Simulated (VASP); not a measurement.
Write the native input for VASP 6.6.1 that does the following.

```yaml
Task: relaxation of the atoms
Functional: PBE
Potentials_or_basis: VASP PAW PBE potentials, release 64 (Sc_sv, F)
Cutoff: 520 eV
k_mesh: 3 × 2 × 3
Occupations: gaussian, width 0.05 eV
Spin: no spin polarisation
Dipole_correction: no
Further_INCAR_settings: ALGO = Normal; EDIFF = 1e-07; IBRION = 2; EDIFFG = -0.03; NSW = 80
```

The structure of Sc12F (a cell with a defect) lies in POSCAR:

```
Sc12F
1.0
    6.6200000000      0.0000000000      0.0000000000
   -4.9650000000      8.5996320000      0.0000000000
    0.0000000000      0.0000000000      5.2761400000
Sc F
12 1
Direct
    0.0000000000      0.0000000000      0.0000000000
    0.1666667000      0.2222222000      0.5000000000
    0.0000000000      0.3333333000      0.0000000000
    0.1666667000      0.5555556000      0.5000000000
    0.0000000000      0.6666667000      0.0000000000
    0.1666667000      0.8888889000      0.5000000000
    0.5000000000      0.0000000000      0.0000000000
    0.6666667000      0.2222222000      0.5000000000
    0.5000000000      0.3333333000      0.0000000000
    0.6666667000      0.5555556000      0.5000000000
    0.5000000000      0.6666667000      0.0000000000
    0.6666667000      0.8888889000      0.5000000000
    0.3431372000      0.1190420000      0.7520854000
```

The input as run:

INCAR

```
SYSTEM = Sc12F
  PREC = Accurate
  ENCUT = 520
  EDIFF = 1E-7
  ISMEAR = 0
  SIGMA = 0.05
  LREAL = .False.
  LASPH = .True.
  NELM = 100
  ALGO = Normal
  ISIF = 2
  LWAVE = .False.
  LCHARG = .False.
  GGA = PE
  IBRION = 2
  NSW = 80
  EDIFFG = -0.03
  KPAR = 4
```

KPOINTS

```
regular mesh
0
Gamma
  3 2 3
  0 0 0
```

Potentials or basis: VASP PAW PBE potentials, release 64 (Sc_sv, F).

Command:

```sh
$ cat potpaw_PBE.64/Sc_sv/POTCAR potpaw_PBE.64/F/POTCAR > POTCAR
$ mpirun -np 4 vasp_std > vasp.out
```

It gave:

```yaml
Energy_gained_by_relaxing: 3.8 meV/atom
Ionic_steps: 5
Pressure_after_relaxing: -0.3 GPa
Largest_force_after_relaxing: 0.028 eV/Å
Band_gap_on_the_k_mesh: zero (an odd number of electrons rules out a gap without spin polarisation)
```

Caveat: the k points lie up to 0.40 Å⁻¹ apart, too coarse for converged energies and pressures of a metal.

Run time: 4.4 min on 4 MPI ranks on AMD EPYC 9R45 96-Core Processor (Zen 5), on a shared host, peak memory 0.52 GiB a rank.
